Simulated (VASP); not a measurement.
The system is CsBr.

```
Cs Br
1.0
     4.31938    0.00000    0.00000
     0.00000    4.31938    0.00000
     0.00000    0.00000    4.31938
Cs Br
1 1
Direct
  0.00000 0.00000 0.00000
  0.50000 0.50000 0.50000
```

Base run:

- Program: VASP 6.6.1
- Functional: HSE06
- Potentials or basis: VASP PAW PBE potentials, release 64 (Cs_sv, Br)
- Cutoff: 400 eV
- k mesh: 4 × 4 × 4
- Occupations: gaussian, width 0.01 eV
- Spin: no spin polarisation

Its results: band gap on the k mesh 5.60 eV, indirect (least direct gap 5.60 eV); pressure 0.4 GPa.

Q: The run is repeated on the same cell with these changes: functional from HSE06 to PBE; cutoff from 400 eV to 500 eV. What comes out?

A: Band gap on the k mesh 4.42 eV, indirect (least direct gap 4.43 eV); pressure 0.7 GPa.

HSE06 gives the wider gap, since exact exchange removes part of the self-interaction.

Caveats: spin-orbit coupling is left out, which moves the levels of the heavy elements; the PAW data sets were made with another functional, which shifts forces and pressure a little (some runs).

